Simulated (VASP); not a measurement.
# In (P6_3/mmc) in VASP: a series of runs

In is run at these levels: r2SCAN; tasks: single point.

All numbers are computed with VASP 6.6.1; they aren't measurements. Logs are shortened: lines on timing, memory, paths and dates and some standing lists are left out, and cuts for length are marked.

**1. The cell of the first run**

It takes space group P6_3/mmc (No. 194, hexagonal). Conventional cell: a = 3.008 Å, b = 3.008 Å, c = 4.654 Å, α = 90.00°, β = 90.00°, γ = 120.00°. In (site symmetry -6m2) has 12 In at 2.90 to 3.01 Å within 3.8 Å.

**2. Single point, r2SCAN**

Contents of POSCAR:

```
In
1.0
    3.0083697651      0.0000000000      0.0000000000
   -1.5041848825      2.6053246405      0.0000000000
    0.0000000000      0.0000000000      4.6544199116
In
2
Direct
    0.3333333333      0.6666666667      0.2500000000
    0.6666666667      0.3333333333      0.7500000000
```

Contents of INCAR.step1:

```
SYSTEM = In
ALGO = Normal
EDIFF = 1E-4
ENCUT = 520
GGA = PE
ISMEAR = 0
LASPH = .TRUE.
LCHARG = .FALSE.
LREAL = .FALSE.
LWAVE = .TRUE.
NBANDS = 20
NELM = 100
PREC = Accurate
SIGMA = 0.1
```

Contents of INCAR.step2:

```
SYSTEM = In
ALGO = Normal
EDIFF = 1E-7
ENCUT = 520
ISIF = 2
ISMEAR = 0
ISTART = 1
LASPH = .TRUE.
LCHARG = .TRUE.
LELF = .TRUE.
LMIXTAU = .TRUE.
LREAL = .FALSE.
LVHAR = .TRUE.
LWAVE = .FALSE.
METAGGA = R2SCAN
NBANDS = 20
NELM = 100
PREC = Accurate
SIGMA = 0.1
```

Contents of KPOINTS:

```
k-points
0
G
  6 6 4
  0 0 0
```

Potentials or basis: VASP PAW PBE potentials, release 64 (In_d).

Launch:

```sh
cat potpaw_PBE.64/In_d/POTCAR > POTCAR
cp INCAR.step1 INCAR
mpirun -np 1 vasp_std > vasp.out
cp INCAR.step2 INCAR
mpirun -np 1 vasp_std > vasp.out
```

OUTCAR:

```text
SYSTEM = In
   EDIFF = 1E-7
   ENCUT = 520
   ISIF = 2
   ISMEAR = 0
   ISTART = 1
   LASPH = .TRUE.
   LREAL = .FALSE.
   METAGGA = R2SCAN
   NELM = 100
   PREC = Accurate

 ion  position               nearest neighbor table
   1  0.333  0.667  0.250-   2 2.90   2 2.90   2 2.90   2 2.90   2 2.90   2 2.90
   2  0.667  0.333  0.750-   1 2.90   1 2.90   1 2.90   1 2.90   1 2.90   1 2.90

  LATTYP: Found a hexagonal cell.
 ALAT       =     3.0083697651
 C/A-ratio  =     1.5471568574

  Lattice vectors:

 A1 = (   3.0083697651,   0.0000000000,   0.0000000000)
 A2 = (  -1.5041848825,   2.6053246405,   0.0000000000)
 A3 = (   0.0000000000,   0.0000000000,   4.6544199116)

Analysis of symmetry for initial positions (statically):
=====================================================================
 Subroutine PRICEL returns:
 Original cell was already a primitive cell.

 Routine SETGRP: Setting up the symmetry group for a
 hexagonal supercell.

 Subroutine GETGRP returns: Found 24 space group operations
 (whereof 12 operations were pure point group operations)
 out of a pool of 24 trial point group operations.

The static configuration has the point symmetry D_3d.
 The point group associated with its full space group is D_6h.

Analysis of symmetry for dynamics (positions and initial velocities):
=====================================================================
 Subroutine PRICEL returns:
 Original cell was already a primitive cell.

 Routine SETGRP: Setting up the symmetry group for a
 hexagonal supercell.

 Subroutine GETGRP returns: Found 24 space group operations
 (whereof 12 operations were pure point group operations)
 out of a pool of 24 trial point group operations.

The dynamic configuration has the point symmetry D_3d.
 The point group associated with its full space group is D_6h.

 Subroutine INISYM returns: Found 24 space group operations
 (whereof 12 operations are pure point group operations),
 and found     1 'primitive' translations

----------------------------------------------------------------------------------------

                                     Primitive cell

  volume of cell :      36.4803

  direct lattice vectors                    reciprocal lattice vectors
     3.008369765  0.000000000  0.000000000     0.332405947  0.191914663  0.000000000
    -1.504184882  2.605324641  0.000000000     0.000000000  0.383829326  0.000000000
     0.000000000  0.000000000  4.654419912     0.000000000  0.000000000  0.214849545

  length of vectors
     3.008369765  3.008369765  4.654419912     0.383829326  0.383829326  0.214849545

  position of ions in fractional coordinates (direct lattice)
     0.333333333  0.666666667  0.250000000
     0.666666667  0.333333333  0.750000000

  ion indices of the primitive-cell ions
   primitive index   ion index
                 1           1
                 2           2

----------------------------------------------------------------------------------------

 KPOINTS: k-points

Automatic generation of k-mesh.
 Grid dimensions read from file:
 generate k-points for:    6    6    4

 Generating k-lattice:

  Cartesian coordinates                     Fractional coordinates (reciprocal lattice)
     0.055400991  0.031985777  0.000000000     0.166666667 -0.000000000  0.000000000
     0.000000000  0.063971554  0.000000000     0.000000000  0.166666667  0.000000000
     0.000000000  0.000000000  0.053712386     0.000000000  0.000000000  0.250000000

  Length of vectors
     0.063971554  0.063971554  0.053712386

  Shift w.r.t. Gamma in fractional coordinates (k-lattice)
     0.000000000  0.000000000  0.000000000

 Subroutine IBZKPT returns following result:
 ===========================================

 Found     21 irreducible k-points:

 Following reciprocal coordinates:
            Coordinates               Weight
  0.000000  0.000000  0.000000      1.000000
  0.166667  0.000000  0.000000      6.000000
  0.333333  0.000000  0.000000      6.000000
  0.500000  0.000000  0.000000      3.000000
  0.166667  0.166667  0.000000      6.000000
  0.333333  0.166667  0.000000     12.000000
[... 13 lines left out ...]
  0.333333  0.166667  0.500000     12.000000
  0.333333  0.333333  0.500000      2.000000
   k-points           NKPTS =     21   k-points in BZ     NKDIM =     21   number of bands    NBANDS=     20
   number of dos      NEDOS =    301   number of ions     NIONS =      2
   total plane-waves  NPLWV =  20736
   dimension x,y,z NGX =    24 NGY =   24 NGZ =   36
   dimension x,y,z NGXF=    48 NGYF=   48 NGZF=   72
   ions per type =               2
   NGX,Y,Z   is equivalent  to a cutoff of  13.26, 13.26, 12.86 a.u.
   NGXF,Y,Z  is equivalent  to a cutoff of  26.53, 26.53, 25.72 a.u.
 SYSTEM =  In
   PREC   = accura    normal or accurate (medium, high low for compatibility)
   ISTART =      1    job   : 0-new  1-cont  2-samecut
   ICHARG =      0    charge: 1-file 2-atom 10-const
   ISPIN  =      1    spin polarized calculation?
   LNONCOLLINEAR =      F non collinear calculations
   LSORBIT =      F    spin-orbit coupling
   LASPH  =      T    aspherical Exc in radial PAW
   ENCUT  =  520.0 eV  38.22 Ry    6.18 a.u.   5.59  5.59  8.65*2*pi/ulx,y,z
   NELM   =    100;   NELMIN=  2; NELMDL=  0     # of ELM steps
   EDIFF  = 0.1E-06   stopping-criterion for ELM
   LREAL  =      F    real-space projection
   EDIFFG = 0.1E-05   stopping-criterion for IOM
   NSW    =      0    number of steps for IOM
   IBRION =     -1    ionic relax: 0-MD 1-quasi-New 2-CG
   NFREE  =      0    steps in history (QN), initial steepest desc. (CG)
   ISIF   =      2    stress and relaxation
   ISYM   =      2    0-nonsym 1-usesym 2-fastsym
   POTIM  = 0.5000    time-step for ionic-motion
   TEBEG  =    0.0;   TEEND  =   0.0 temperature during run
   PSTRESS=    0.0 pullay stress
   NELECT =      26.0000    total number of electrons
   NUPDOWN=      -1.0000    fix difference up-down
   EMIN   =  10.00;   EMAX   =-10.00  energy-range for DOS
   EFERMI =   0.00;   METHOD = LEGACY
   ISMEAR =     0;   SIGMA  =   0.10  broadening in eV -4-tet -1-fermi 0-gaus
   EFERMI_NEDOS =   21; number of points for ismear=-14 and -15
   IALGO  =     38    algorithm
   IMIX   =      4    mixing-type and parameters
     AMIX     =   0.40;   BMIX     =  1.00
     AMIX_MAG =   1.60;   BMIX_MAG =  1.00
  volume/ion in A,a.u.               =      18.24       123.09
  Fermi-wavevector in a.u.,A,eV,Ry     =   1.462333  2.763409 29.094957  2.138419
  Thomas-Fermi vector in A             =   2.578559
   LORBIT       =      0    0 simple, 1 ext, 2 COOP (PROOUT), +10 PAW based schemes
   METAGGA = R2SCAN    functional components
   LHFCALC =     F    Hartree Fock is set to
   AEXX    =    0.0000 exact exchange contribution
   IVDW    =     0    specifies the selected vdW correction
   LEPSILON=     F    determine dielectric tensor
   LRPA    =     F    only Hartree local field effects (RPA)
 non-spin polarized calculation
 Gauss-broadening in eV      SIGMA  =   0.10
  energy-cutoff  :      520.00
  volume of cell :       36.48
 maximum number of plane-waves:      1007
 NGX is ok and might be reduce to    24
   NGX = 11   NGY = 11   NGZ = 17

 number of electron      25.9999982 magnetization

 Free energy of the ion-electron system (eV)
  ---------------------------------------------------
  ext. energy  EPLUGINS =         0.00000000
  ---------------------------------------------------
  free energy    TOTEN  =       -43.67041298 eV

  energy without entropy =      -43.66495166  energy(sigma->0) =      -43.66768232

 E-fermi :  12.9334     XC(G=0): -13.1627

 val. band max:       12.7930648391   @ k =   0.3333   0.1667   0.0000
 cond. band min:      12.9432370210   @ k =   0.3333   0.1667   0.0000
 fundamental gap:      0.1501721819
 Fermi energy:        12.9333971066

 k-point     1 :       0.0000    0.0000    0.0000
  band No.  band energies     occupation
      1      -3.8512      2.00000
      2      -3.3897      2.00000
      3      -3.3897      2.00000
      4      -3.3742      2.00000
      5      -3.2828      2.00000
      6      -3.2828      2.00000
[... 12 lines left out ...]
     19      25.7222      0.00000
     20      27.4260      0.00000

 k-point     2 :       0.1667    0.0000    0.0000
  band No.  band energies     occupation
      1      -3.7841      2.00000
      2      -3.5166      2.00000
      3      -3.3809      2.00000
      4      -3.3516      2.00000
      5      -3.2994      2.00000
      6      -3.2198      2.00000
[... 12 lines left out ...]
     19      27.0122      0.00000
     20      27.7001      0.00000

 k-point     3 :       0.3333    0.0000    0.0000
  band No.  band energies     occupation
      1      -3.9390      2.00000
      2      -3.6733      2.00000
      3      -3.5480      2.00000
      4      -3.4957      2.00000
      5      -3.1999      2.00000
      6      -3.0565      2.00000
[... 12 lines left out ...]
     19      24.9440      0.00000
     20      25.3897      0.00000

 k-point     4 :       0.5000    0.0000    0.0000
  band No.  band energies     occupation
      1      -4.0440      2.00000
      2      -3.8326      2.00000
      3      -3.6131      2.00000
      4      -3.5601      2.00000
      5      -3.1270      2.00000
      6      -3.1034      2.00000
[... 12 lines left out ...]
     19      24.1787      0.00000
     20      24.2857      0.00000

 k-point     5 :       0.1667    0.1667    0.0000
  band No.  band energies     occupation
      1      -3.7091      2.00000
      2      -3.6447      2.00000
      3      -3.6013      2.00000
      4      -3.4473      2.00000
      5      -3.2059      2.00000
      6      -3.0600      2.00000
[... 12 lines left out ...]
     19      23.0356      0.00000
     20      26.3910      0.00000
[... 284 lines left out ...]
      6      -3.1017      2.00000
[... 12 lines left out ...]
     19      22.5670      0.00000
     20      22.5670      0.00000

 k-point    19 :       0.1667    0.1667    0.5000
  band No.  band energies     occupation
      1      -3.7084      2.00000
      2      -3.7084      2.00000
      3      -3.4035      2.00000
      4      -3.4035      2.00000
      5      -3.2241      2.00000
      6      -3.2241      2.00000
[... 12 lines left out ...]
     19      27.3625      0.00000
     20      27.3625      0.00000

 k-point    20 :       0.3333    0.1667    0.5000
  band No.  band energies     occupation
      1      -3.7771      2.00000
      2      -3.7771      2.00000
      3      -3.5256      2.00000
      4      -3.5256      2.00000
      5      -3.1725      2.00000
      6      -3.1725      2.00000
[... 12 lines left out ...]
     19      26.8319      0.00000
     20      26.8319      0.00000

 k-point    21 :       0.3333    0.3333    0.5000
  band No.  band energies     occupation
      1      -3.7310      2.00000
      2      -3.7310      2.00000
      3      -3.3749      2.00000
      4      -3.3749      2.00000
      5      -3.1601      2.00000
      6      -3.1601      2.00000
[... 12 lines left out ...]
     19      26.0186      0.00000
     20      26.0186      0.00000

------------------------ aborting loop because EDIFF is reached ----------------------------------------

  FORCE on cell =-STRESS in cart. coord.  units (eV):
  Direction    XX          YY          ZZ          XY          YZ          ZX
  --------------------------------------------------------------------------------------
  -------------------------------------------------------------------------------------
  Total        8.5919995      8.5919995     11.0913524      0.0000000      0.0000000      0.0000000
  in kB      377.3516043    377.3516043    487.1205619      0.0000000      0.0000000      0.0000000
  external PRESSURE =     413.9412568 kB  Pullay stress =       0.0000000 kB

 VOLUME and BASIS-vectors are now :
 -----------------------------------------------------------------------------
  energy-cutoff  :      520.00
  volume of cell :       36.48
      direct lattice vectors                 reciprocal lattice vectors
     3.008369765  0.000000000  0.000000000     0.332405947  0.191914663  0.000000000
    -1.504184882  2.605324641  0.000000000     0.000000000  0.383829326  0.000000000
     0.000000000  0.000000000  4.654419912     0.000000000  0.000000000  0.214849545

 POSITION                                       TOTAL-FORCE (eV/Angst)
 -----------------------------------------------------------------------------------
     -0.00000      1.73688      1.16360        -0.000000     -0.000000      0.000000
      1.50418      0.86844      3.49081         0.000000      0.000000      0.000000
 -----------------------------------------------------------------------------------
    total drift:                                0.000000     -0.000000      0.000000

  FREE ENERGIE OF THE ION-ELECTRON SYSTEM (eV)
  ---------------------------------------------------
  free  energy   TOTEN  =       -43.6704129819 eV

  energy  without entropy=      -43.6649516629  energy(sigma->0) =      -43.66768232
```

It took 55 s on 1 thread of Intel Xeon 6975P-C, shared host; peak memory 0.16 GiB.

Results:

| Quantity | Value |
| --- | --- |
| Free energy | -43.6704 eV |
| Pressure | 41.4 GPa |
| Band gap on the k mesh | zero (band 13 reaches 18.62 eV, above the bottom of band 14 at 9.15 eV) |

Caveat: the k points lie up to 0.40 Å⁻¹ apart; the PAW data sets were made with another functional, which shifts forces and pressure a little; spin-orbit coupling is left out, which moves the levels of the heavy elements.

**3. Single point, r2SCAN**

This run uses another cell than the first one, of 26.07 Å³/atom, 1.429 times its volume.

Contents of POSCAR:

```
In
1.0
    3.3429599181      0.0000000000      0.0000000000
   -1.6714799590      2.8950882129      0.0000000000
    0.0000000000      0.0000000000      5.3882441504
In
2
Direct
    0.3333333333      0.6666666667      0.2500000000
    0.6666666667      0.3333333333      0.7500000000
```

Contents of INCAR.step1:

```
SYSTEM = In
PREC = Accurate
ENCUT = 520
ISMEAR = 0
SIGMA = 0.1
LREAL = .FALSE.
LASPH = .TRUE.
NELM = 60
NBANDS = 20
GGA = PE
ALGO = Normal
EDIFF = 1E-4
LWAVE = .TRUE.
LCHARG = .FALSE.
```

Contents of INCAR.step2:

```
SYSTEM = In
PREC = Accurate
ENCUT = 520
EDIFF = 1E-6
ISMEAR = 0
SIGMA = 0.1
LREAL = .FALSE.
LASPH = .TRUE.
NELM = 60
ALGO = Normal
ISIF = 2
LWAVE = .FALSE.
LCHARG = .FALSE.
METAGGA = R2SCAN
LMIXTAU = .TRUE.
NBANDS = 20
ISTART = 1
```

Contents of KPOINTS:

```
Automatic mesh
0
G
  6 6 4
  0 0 0
```

Potentials or basis: VASP PAW PBE potentials, release 64 (In_d).

Launch:

```sh
cat potpaw_PBE.64/In_d/POTCAR > POTCAR
cp INCAR.step1 INCAR
mpirun -np 1 vasp_std > vasp.out
cp INCAR.step2 INCAR
mpirun -np 1 vasp_std > vasp.out
```

OUTCAR:

```text
SYSTEM = In
   PREC = Accurate
   ENCUT = 520
   EDIFF = 1E-6
   ISMEAR = 0
   LREAL = .FALSE.
   LASPH = .TRUE.
   NELM = 60
   ISIF = 2
   METAGGA = R2SCAN
   ISTART = 1

 ion  position               nearest neighbor table
   1  0.333  0.667  0.250-   2 3.31   2 3.31   2 3.31   2 3.31   2 3.31   2 3.31
   2  0.667  0.333  0.750-   1 3.31   1 3.31   1 3.31   1 3.31   1 3.31   1 3.31

  LATTYP: Found a hexagonal cell.
 ALAT       =     3.3429599181
 C/A-ratio  =     1.6118183533

  Lattice vectors:

[... 667 lines left out ...]
------------------------ aborting loop because EDIFF is reached ----------------------------------------

  FORCE on cell =-STRESS in cart. coord.  units (eV):
  Direction    XX          YY          ZZ          XY          YZ          ZX
  --------------------------------------------------------------------------------------
  -------------------------------------------------------------------------------------
  Total        0.1187158      0.1187158      0.1190831      0.0000000     -0.0000000      0.0000000
  in kB        3.6473619      3.6473619      3.6586452      0.0000000     -0.0000000      0.0000000
  external PRESSURE =       3.6511230 kB  Pullay stress =       0.0000000 kB

 VOLUME and BASIS-vectors are now :
 -----------------------------------------------------------------------------
  energy-cutoff  :      520.00
  volume of cell :       52.15
      direct lattice vectors                 reciprocal lattice vectors
     3.342959918  0.000000000  0.000000000     0.299136102  0.172706309  0.000000000
    -1.671479959  2.895088213  0.000000000     0.000000000  0.345412618  0.000000000
     0.000000000  0.000000000  5.388244150     0.000000000  0.000000000  0.185589215

 POSITION                                       TOTAL-FORCE (eV/Angst)
 -----------------------------------------------------------------------------------
     -0.00000      1.93006      1.34706        -0.000000      0.000000      0.000000
      1.67148      0.96503      4.04118         0.000000     -0.000000      0.000000
 -----------------------------------------------------------------------------------
    total drift:                               -0.000000      0.000000      0.000000

  FREE ENERGIE OF THE ION-ELECTRON SYSTEM (eV)
  ---------------------------------------------------
  free  energy   TOTEN  =       -45.1572227035 eV

  energy  without entropy=      -45.1515966000  energy(sigma->0) =      -45.15440965
```

OUTCAR.step1:

```text
SYSTEM = In
   PREC = Accurate
   ENCUT = 520
   ISMEAR = 0
   LREAL = .FALSE.
   LASPH = .TRUE.
[... 702 lines left out ...]
     -0.00000      1.93006      1.34706        -0.000000     -0.000000      0.000000
      1.67148      0.96503      4.04118         0.000000      0.000000      0.000000
 -----------------------------------------------------------------------------------
    total drift:                               -0.000000      0.000000      0.000000

  FREE ENERGIE OF THE ION-ELECTRON SYSTEM (eV)
  ---------------------------------------------------
  free  energy   TOTEN  =        -5.1221143862 eV

  energy  without entropy=       -5.1157077363  energy(sigma->0) =       -5.11891106
```

OSZICAR.step1:

```text
N       E                     dE             d eps       ncg     rms          rms(c)
DAV:   1     0.214524703722E+03    0.21452E+03   -0.13363E+04   840   0.186E+03
DAV:   2     0.118788462067E+02   -0.20265E+03   -0.19863E+03   844   0.382E+02
DAV:   3    -0.467128265089E+01   -0.16550E+02   -0.16466E+02   968   0.123E+02
DAV:   4    -0.515230218698E+01   -0.48102E+00   -0.48072E+00  1028   0.228E+01
DAV:   5    -0.517860853388E+01   -0.26306E-01   -0.26304E-01  1220   0.447E+00    0.338E+00
DAV:   6    -0.513218976291E+01    0.46419E-01   -0.86017E-02  1156   0.475E+00    0.155E+00
DAV:   7    -0.512276608640E+01    0.94237E-02   -0.24109E-02  1144   0.232E+00    0.375E-01
DAV:   8    -0.512209849924E+01    0.66759E-03   -0.16153E-03   976   0.480E-01    0.465E-02
DAV:   9    -0.512211438618E+01   -0.15887E-04   -0.44361E-05   516   0.930E-02
   1 F= -.51221144E+01 E0= -.51189111E+01  d E =-.640665E-02
```

Run time: 78 s. Hardware: 1 thread of Intel Xeon 6975P-C, shared host; peak memory 0.18 GiB.

Results:

```yaml
Free_energy: -45.1572 eV
Pressure: 0.4 GPa
Band_gap_on_the_k_mesh: zero (band 13 reaches 11.48 eV, above the bottom of band 14 at 4.70 eV)
```

Caveat: the k points lie up to 0.36 Å⁻¹ apart; the PAW data sets were made with another functional, which shifts forces and pressure a little; spin-orbit coupling is left out, which moves the levels of the heavy elements.
